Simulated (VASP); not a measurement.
Input of a VASP 6.6.1 run:

Contents of POSCAR:

```
AlNi3
1.0
    3.4994093517      0.0000000000      0.0000000000
    0.0000000000      3.4994093517      0.0000000000
    0.0000000000      0.0000000000      3.4994093517
Ni Al
3 1
Direct
    0.5000000000      0.5000000000      0.0000000000
    0.5000000000      0.0000000000      0.5000000000
    0.0000000000      0.5000000000      0.5000000000
    0.0000000000      0.0000000000      0.0000000000
```

The input INCAR.step1:

```
SYSTEM = AlNi3
PREC = Accurate
ENCUT = 520
ISMEAR = -1
SIGMA = 0.05
LREAL = .False.
LASPH = .True.
NELM = 150
ISPIN = 2
MAGMOM = 1 1 1 0
LMAXMIX = 4
NBANDS = 28
GGA = PE
ALGO = Normal
EDIFF = 1E-4
LWAVE = .True.
LCHARG = .False.
```

INCAR.step2

```
SYSTEM = AlNi3
PREC = Accurate
ENCUT = 520
EDIFF = 1E-6
ISMEAR = -1
SIGMA = 0.05
LREAL = .False.
LASPH = .True.
NELM = 150
ALGO = Normal
ISIF = 2
LWAVE = .False.
LCHARG = .True.
ISPIN = 2
MAGMOM = 1 1 1 0
LORBIT = 11
LMAXMIX = 4
METAGGA = R2SCAN
LMIXTAU = .True.
LELF = .True.
LVHAR = .True.
NBANDS = 28
ISTART = 1
```

KPOINTS

```
Automatic mesh
0
Gamma
  8 8 8
  0 0 0
```

Potentials or basis: VASP PAW PBE potentials, release 64 (Ni, Al).

The run is started by

```sh
$ cat potpaw_PBE.64/Ni/POTCAR potpaw_PBE.64/Al/POTCAR > POTCAR
$ cp INCAR.step1 INCAR
$ mpirun -np 1 vasp_std > vasp.out
$ cp INCAR.step2 INCAR
$ mpirun -np 1 vasp_std > vasp.out
```

(1) Predict the site moments.

(2) Estimate the net moment.

## Answers

(1) Ni +0.31; Al -0.02 μB.

(2) 0.84 μB per cell.
